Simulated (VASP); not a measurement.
# SiO2 (I-42d) in VASP: further runs

SiO2 is run at these levels: LDA; tasks: single point, relaxation of cell and atoms.

All numbers are computed with VASP 6.6.1; they aren't measurements. Logs are shortened: lines on timing, memory, paths and dates and some standing lists are left out, and cuts for length are marked.

## Step 1: The cell of the first run

The structure is tetragonal, space group I-42d (No. 122). Conventional cell: a = 4.855 Å, b = 4.855 Å, c = 7.321 Å, α = 90.00°, β = 90.00°, γ = 90.00°. Si (site symmetry -4) has 4 O at 1.61 Å within 2.1 Å. O (site symmetry 2) has 2 Si at 1.61 Å within 2.1 Å.

## Step 2: Single point, LDA (biaxial strain in the a-b plane: -1.5 %, then relaxed in part)

The input, INCAR:

```
PREC = Accurate
ENCUT = 520
EDIFF = 1E-7
ISMEAR = 0
SIGMA = 0.02
LREAL = F
LASPH = T
NELM = 80
ALGO = Normal
ISIF = 2
LWAVE = F
LCHARG = F
GGA = CA
NBANDS = 44
```

The input, KPOINTS:

```
regular mesh
0
Gamma
  6 6 4
```

The input, POSCAR:

```
SiO2
1.0
    4.8549534535      0.0000000000      0.0000000000
    0.0000000000      4.8549534535      0.0000000000
    0.0000000000      0.0000000000      7.3205768504
Si O
4 8
Direct
    0.0000000000      0.0000000000      0.0000000000
    0.0000000000      0.5000000000      0.2500000000
    0.5000000000      0.5000000000      0.5000000000
    0.5000000000      0.0000000000      0.7500000000
    0.1081327886      0.2500000000      0.1250000000
    0.2500000000      0.6081327886      0.3750000000
    0.7500000000      0.3918672114      0.3750000000
    0.8918672114      0.7500000000      0.1250000000
    0.6081327886      0.7500000000      0.6250000000
    0.7500000000      0.1081327886      0.8750000000
    0.2500000000      0.8918672114      0.8750000000
    0.3918672114      0.2500000000      0.6250000000
```

Potentials or basis: VASP PAW LDA potentials, release 64 (Si, O).

Run with:

```bash
$ cat potpaw_LDA.64/Si/POTCAR potpaw_LDA.64/O/POTCAR > POTCAR
$ mpirun -np 1 vasp_std > vasp.out
```

OUTCAR:

```text
PREC = Accurate
   ENCUT = 520
   EDIFF = 1E-7
   ISMEAR = 0
   LREAL = F
   LASPH = T
   NELM = 80
   ISIF = 2
   GGA = CA

 ion  position               nearest neighbor table
   1  0.000  0.000  0.000-   5 1.61   8 1.61  10 1.61  11 1.61   2 3.04   4 3.04   2 3.04   4 3.04

   2  0.000  0.500  0.250-   5 1.61   6 1.61   7 1.61   8 1.61   1 3.04   3 3.04   1 3.04   3 3.04

   3  0.500  0.500  0.500-   6 1.61   7 1.61   9 1.61  12 1.61   2 3.04   4 3.04   4 3.04   2 3.04

   4  0.500  0.000  0.750-   9 1.61  10 1.61  11 1.61  12 1.61   1 3.04   3 3.04   3 3.04   1 3.04

   5  0.108  0.250  0.125-   1 1.61   2 1.61
   6  0.250  0.608  0.375-   2 1.61   3 1.61
   7  0.750  0.392  0.375-   2 1.61   3 1.61
   8  0.892  0.750  0.125-   1 1.61   2 1.61
   9  0.608  0.750  0.625-   3 1.61   4 1.61
  10  0.750  0.108  0.875-   1 1.61   4 1.61
  11  0.250  0.892  0.875-   1 1.61   4 1.61
  12  0.392  0.250  0.625-   3 1.61   4 1.61

  LATTYP: Found a simple tetragonal cell.
 ALAT       =     4.8549534535
 C/A-ratio  =     1.5078572679

  Lattice vectors:

 A1 = (   4.8549534535,   0.0000000000,   0.0000000000)
 A2 = (   0.0000000000,   4.8549534535,   0.0000000000)
 A3 = (   0.0000000000,   0.0000000000,   7.3205768504)

Analysis of symmetry for initial positions (statically):
=====================================================================
 Subroutine PRICEL returns following result:

  LATTYP: Found a body centered tetragonal cell.
 ALAT       =     4.8549534535
 C/A-ratio  =     1.5078572679

  Lattice vectors:

 A1 = (   2.4274767268,  -2.4274767268,  -3.6602884252)
 A2 = (  -2.4274767268,   2.4274767268,  -3.6602884252)
 A3 = (   2.4274767268,   2.4274767267,   3.6602884252)

   2 primitive cells build up your supercell.

 Routine SETGRP: Setting up the symmetry group for a
 simple tetragonal supercell.

 Subroutine GETGRP returns: Found  8 space group operations
 (whereof  4 operations were pure point group operations)
 out of a pool of 16 trial point group operations.

The static configuration has the point symmetry S_4 .
 The point group associated with its full space group is D_2d.

Analysis of symmetry for dynamics (positions and initial velocities):
[... 132 lines left out ...]
   LREAL  =      F    real-space projection
   EDIFFG = 0.1E-05   stopping-criterion for IOM
   NSW    =      0    number of steps for IOM
   IBRION =     -1    ionic relax: 0-MD 1-quasi-New 2-CG
   NFREE  =      0    steps in history (QN), initial steepest desc. (CG)
   ISIF   =      2    stress and relaxation
   ISYM   =      2    0-nonsym 1-usesym 2-fastsym
   POTIM  = 0.5000    time-step for ionic-motion
   TEBEG  =    0.0;   TEEND  =   0.0 temperature during run
   PSTRESS=    0.0 pullay stress
   NELECT =      64.0000    total number of electrons
   NUPDOWN=      -1.0000    fix difference up-down
   EMIN   =  10.00;   EMAX   =-10.00  energy-range for DOS
   EFERMI =   0.00;   METHOD = LEGACY
   ISMEAR =     0;   SIGMA  =   0.02  broadening in eV -4-tet -1-fermi 0-gaus
   EFERMI_NEDOS =   21; number of points for ismear=-14 and -15
   IALGO  =     38    algorithm
   IMIX   =      4    mixing-type and parameters
     AMIX     =   0.40;   BMIX     =  1.00
     AMIX_MAG =   1.60;   BMIX_MAG =  1.00
  volume/ion in A,a.u.               =      14.38        97.04
  Fermi-wavevector in a.u.,A,eV,Ry     =   1.176241  2.222773 18.824246  1.383543
  Thomas-Fermi vector in A             =   2.312608
   LORBIT       =      0    0 simple, 1 ext, 2 COOP (PROOUT), +10 PAW based schemes
   GGA     = CA    functional components
   LHFCALC =     F    Hartree Fock is set to
   AEXX    =    0.0000 exact exchange contribution
   IVDW    =     0    specifies the selected vdW correction
   LEPSILON=     F    determine dielectric tensor
   LRPA    =     F    only Hartree local field effects (RPA)
 non-spin polarized calculation
 Gauss-broadening in eV      SIGMA  =   0.02
  energy-cutoff  :      520.00
  volume of cell :      172.55
 maximum number of plane-waves:      4704
   NGX = 19   NGY = 19   NGZ = 27

 number of electron      63.9999989 magnetization

 Free energy of the ion-electron system (eV)
  ---------------------------------------------------
  ext. energy  EPLUGINS =         0.00000000
  ---------------------------------------------------
  free energy    TOTEN  =      -103.73410997 eV

  energy without entropy =     -103.73410997  energy(sigma->0) =     -103.73410997

 E-fermi :  -0.3011     XC(G=0):  -8.9535

 val. band max:       -0.4755562367   @ k =   0.0000   0.0000   0.0000
 cond. band min:       5.3647452586   @ k =   0.0000   0.0000   0.0000
 fundamental gap:      5.8403014953
 Fermi energy:        -0.3011329786

 k-point     1 :       0.0000    0.0000    0.0000
  band No.  band energies     occupation
      1     -19.4735      2.00000
      2     -18.5075      2.00000
      3     -18.5075      2.00000
      4     -17.2987      2.00000
      5     -17.2987      2.00000
      6     -17.2589      2.00000
[... 1117 lines left out ...]
     43      10.9184      0.00000
     44      10.9186      0.00000

 [... further k-points ...]
[... 5 lines left out ...]
  --------------------------------------------------------------------------------------
  -------------------------------------------------------------------------------------
  Total        1.1769422      1.1769422      0.6632281      0.0000000      0.0000000      0.0000000
  in kB       10.9282413     10.9282413      6.1582602      0.0000000      0.0000000      0.0000000
  external PRESSURE =       9.3382476 kB  Pullay stress =       0.0000000 kB

 VOLUME and BASIS-vectors are now :
 -----------------------------------------------------------------------------
  energy-cutoff  :      520.00
  volume of cell :      172.55
      direct lattice vectors                 reciprocal lattice vectors
     4.854953454  0.000000000  0.000000000     0.205975198  0.000000000  0.000000000
     0.000000000  4.854953454  0.000000000     0.000000000  0.205975198  0.000000000
     0.000000000  0.000000000  7.320576850     0.000000000  0.000000000  0.136601257

 POSITION                                       TOTAL-FORCE (eV/Angst)
 -----------------------------------------------------------------------------------
      0.00000      0.00000      0.00000         0.000000     -0.000000      0.000000
      0.00000      2.42748      1.83014        -0.000000     -0.000000      0.000000
      2.42748      2.42748      3.66029         0.000000     -0.000000      0.000000
      2.42748      0.00000      5.49043         0.000000     -0.000000      0.000000
      0.52498      1.21374      0.91507         0.030509     -0.000000      0.000000
      1.21374      2.95246      2.74522         0.000000      0.030509     -0.000000
      3.64122      1.90250      2.74522         0.000000     -0.030509      0.000000
      4.32997      3.64122      0.91507        -0.030509     -0.000000     -0.000000
      2.95246      3.64122      4.57536         0.030509     -0.000000      0.000000
      3.64122      0.52498      6.40550        -0.000000      0.030509     -0.000000
      1.21374      4.32997      6.40550         0.000000     -0.030509     -0.000000
      1.90250      1.21374      4.57536        -0.030509     -0.000000     -0.000000
 -----------------------------------------------------------------------------------
    total drift:                               -0.000000     -0.000000     -0.000000

  FREE ENERGIE OF THE ION-ELECTRON SYSTEM (eV)
  ---------------------------------------------------
  free  energy   TOTEN  =      -103.7341099700 eV

  energy  without entropy=     -103.7341099700  energy(sigma->0) =     -103.73410997
```

OSZICAR:

```text
N       E                     dE             d eps       ncg     rms          rms(c)
DAV:   1     0.391948960452E+03    0.39195E+03   -0.32732E+04  2640   0.131E+03
DAV:   2    -0.862530740712E+02   -0.47820E+03   -0.46252E+03  3352   0.310E+02
DAV:   3    -0.116862855920E+03   -0.30610E+02   -0.30465E+02  3256   0.830E+01
DAV:   4    -0.117267346796E+03   -0.40449E+00   -0.40375E+00  3316   0.106E+01
DAV:   5    -0.117274669046E+03   -0.73223E-02   -0.73168E-02  3184   0.139E+00    0.302E+01
DAV:   6    -0.104098304029E+03    0.13176E+02   -0.50944E+01  3096   0.326E+01    0.151E+01
DAV:   7    -0.103874506371E+03    0.22380E+00   -0.14097E+00  3072   0.502E+00    0.523E+00
DAV:   8    -0.103753558543E+03    0.12095E+00   -0.77946E-02  3280   0.165E+00    0.201E+00
DAV:   9    -0.103732980197E+03    0.20578E-01   -0.30662E-02  3320   0.105E+00    0.302E-01
DAV:  10    -0.103734157112E+03   -0.11769E-02   -0.35457E-03  3128   0.289E-01    0.112E-01
DAV:  11    -0.103734102937E+03    0.54175E-04   -0.97173E-04  3144   0.161E-01    0.197E-02
DAV:  12    -0.103734107607E+03   -0.46702E-05   -0.24177E-05  3128   0.243E-02    0.110E-02
DAV:  13    -0.103734109721E+03   -0.21134E-05   -0.10655E-05  2992   0.147E-02    0.466E-03
DAV:  14    -0.103734109953E+03   -0.23252E-06   -0.26684E-07  2712   0.269E-03    0.105E-03
DAV:  15    -0.103734109970E+03   -0.16876E-07   -0.27648E-08  2096   0.926E-04
   1 F= -.10373411E+03 E0= -.10373411E+03  d E =-.145632E-36
```

stdout:

```text
POSCAR found type information on POSCAR SiO
 POSCAR found :  2 types and      12 ions
 scaLAPACK will be used
 LDA part: xc-table for (Slater(with rela. corr.)+CA(PZ))
 , standard interpolation
 POSCAR, INCAR and KPOINTS ok, starting setup
 FFT: planning ... GRIDC
 FFT: planning ... GRID_SOFT
 FFT: planning ... GRID
 WAVECAR not read
 entering main loop
```

Wall time 1.8 min (1 thread of Intel Xeon 6975P-C (Granite Rapids), shared host); peak memory 0.3 GiB.

Results:

```yaml
Free_energy: -103.7341 eV
Pressure: 0.9 GPa
Largest_force: 0.031 eV/Å
Band_gap_on_the_k_mesh: 5.84 eV
```

Forces on the atoms (eV/Å):
```
Si   0.000  0.000  0.000
Si   0.000  0.000  0.000
Si   0.000  0.000  0.000
Si   0.000  0.000  0.000
O    0.031  0.000  0.000
O    0.000  0.031  0.000
O    0.000 -0.031  0.000
O   -0.031  0.000  0.000
O    0.031  0.000  0.000
O    0.000  0.031  0.000
O    0.000 -0.031  0.000
O   -0.031  0.000  0.000
```

Caveat: the cell differs from its parent crystal (biaxial strain in the a-b plane: -1.5 %, then relaxed in part).

## Step 3: Single point, LDA

The input, INCAR:

```
SYSTEM = SiO2
PREC = Accurate
ENCUT = 520
EDIFF = 1E-6
ISMEAR = 0
SIGMA = 0.02
LREAL = .FALSE.
LASPH = .TRUE.
NELM = 60
ALGO = Normal
ISIF = 2
LWAVE = .FALSE.
LCHARG = .FALSE.
NBANDS = 44
```

The input, KPOINTS:

```
regular mesh
0
G
  6 6 4
  0 0 0
```

POSCAR is that of step 2.

Potentials or basis: VASP PAW LDA potentials, release 64 (Si, O).

Run with:

```bash
$ cat potpaw_LDA.64/Si/POTCAR potpaw_LDA.64/O/POTCAR > POTCAR
$ mpirun -np 1 vasp_std > vasp.out
```

It took 1.8 min on 1 thread of Intel Xeon 6975P-C (Granite Rapids), shared host; peak memory 0.3 GiB.

The run converged. Its results:

```
Free energy            : -103.7341 eV
Pressure               : 0.9 GPa
Largest force          : 0.031 eV/Å
Band gap on the k mesh : 5.84 eV
```

Forces in eV/Å, atoms in the order of the input:
```
Si   0.000  0.000  0.000
Si   0.000  0.000  0.000
Si   0.000  0.000  0.000
Si   0.000  0.000  0.000
O    0.031  0.000  0.000
O    0.000  0.031  0.000
O    0.000 -0.031  0.000
O   -0.031  0.000  0.000
O    0.031  0.000  0.000
O    0.000  0.031  0.000
O    0.000 -0.031  0.000
O   -0.031  0.000  0.000
```

Stress tensor (GPa, compression positive):
```
1.09 0.00 0.00
0.00 1.09 0.00
0.00 0.00 0.61
```

Levels at points of the mesh, in eV from the valence-band top:
```
           k point  band 28  band 29  band 30  band 31  band 32  band 33  band 34  band 35  band 36  band 37
(0.00, 0.00, 0.00)    -0.81    -0.24    -0.24     0.00     0.00     5.84     8.58     8.81     8.81     9.88
(0.50, 0.00, 0.00)    -0.85    -0.60    -0.60    -0.16    -0.16     7.91     7.91     9.38     9.38    10.00
(0.50, 0.50, 0.00)    -0.91    -0.29    -0.29    -0.29    -0.29     9.12     9.12     9.12     9.12    10.10
(0.00, 0.00, 0.50)    -0.92    -0.15    -0.15    -0.15    -0.15     6.96     6.96     8.94     8.94    10.17
(0.50, 0.00, 0.50)    -0.75    -0.41    -0.41    -0.17    -0.17     8.26     8.26     8.86     8.86     9.64
(0.50, 0.50, 0.50)    -0.96    -0.39    -0.39    -0.39    -0.39     9.42     9.42     9.42     9.42     9.49
```

A k mesh can miss the band edges.

(Continued in part 2 of 2.)
